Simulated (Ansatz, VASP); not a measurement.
# Ta in VASP and in Ansatz

Contents of POSCAR:

```
Ta
1.0
    4.9753229823      0.0000000000      0.0000000000
   -2.4876614911      4.3087560947      0.0000000000
    0.0000000000      0.0000000000      2.7827122899
Ta
3
Direct
    1.0000000000      0.0000000000      0.0000000000
    0.3333333333      0.6666666667      0.5000000000
    0.6666666667      0.3333333333      0.5000000000
```

INCAR.step1

```
SYSTEM = Ta
ALGO = Normal ; EDIFF = 1E-4
ENCUT = 520 ; GGA = PE
ISMEAR = -1 ; LASPH = .TRUE.
LCHARG = .FALSE. ; LREAL = .FALSE.
LWAVE = .TRUE. ; NBANDS = 24
NELM = 60 ; PREC = Accurate
SIGMA = 0.1
```

Contents of INCAR.step2:

```
SYSTEM = Ta
ALGO = Normal ; EDIFF = 1E-6
ENCUT = 520 ; ISIF = 2
ISMEAR = -1 ; ISTART = 1
LASPH = .TRUE. ; LCHARG = .TRUE.
LELF = .TRUE. ; LMIXTAU = .TRUE.
LREAL = .FALSE. ; LVHAR = .TRUE.
LWAVE = .FALSE. ; METAGGA = R2SCAN
NBANDS = 24 ; NELM = 60
PREC = Accurate ; SIGMA = 0.1
```

KPOINTS

```
k-points
0
G
  9 9 13
  0 0 0
```

Input for Ansatz:

```yaml
crystal:
  lattice:
    - [4.9753229823, 0.0, 0.0]
    - [-2.4876614911, 4.3087560947, 0.0]
    - [0.0, 0.0, 2.7827122899]
  atoms:
    - { symbol: Ta, position: [1.0, 0.0, 0.0] }
    - { symbol: Ta, position: [0.3333333333, 0.6666666667, 0.5] }
    - { symbol: Ta, position: [0.6666666667, 0.3333333333, 0.5] }
hamiltonian:
  xc: r2scan
  pseudopotentials:
    kind: paw
    azcp:
      Ta: "pseudopotentials/Ta.paw.azcp"
basis:
  ecutwfc: 500
  fft_grid_basis: typed
kpoints:
  mp_grid: { grid: [9, 9, 13], shift: [0, 0, 0] }
magnetization:
  spin_polarized: false
scf:
  occupations: { method: fermi_dirac, width: 0.1 }
  lower_state_search: "off"
output:
  stress: true
```

Alike in both runs: task single point; functional r2SCAN; k mesh 9 × 9 × 13; occupations fermi-dirac, width 0.1 eV; no spin polarisation.

|  | VASP | Ansatz |
| --- | --- | --- |
| version | VASP 6.6.1 | Ansatz 0.2.0 |
| potentials or method | VASP PAW PBE potentials, release 64 (Ta_pv), cutoff 520 eV | plane waves (500 eV) with PAW, scalar-relativistic |
| valence electrons in the cell | 33 | 39 |

```csv
,VASP,Ansatz,Ansatz less VASP
pressure (GPa),-12.4,-12.9,-0.45
"traceless stress, the component that is largest in VASP (GPa)",-1.17,-1.20,-0.021
```

VASP's potentials were made for PBE, not for r2SCAN. VASP's potentials hold 33 valence electrons a cell and Ansatz's 39, so a difference there can come from the potentials and not from the codes.

Spin-orbit coupling is off throughout.
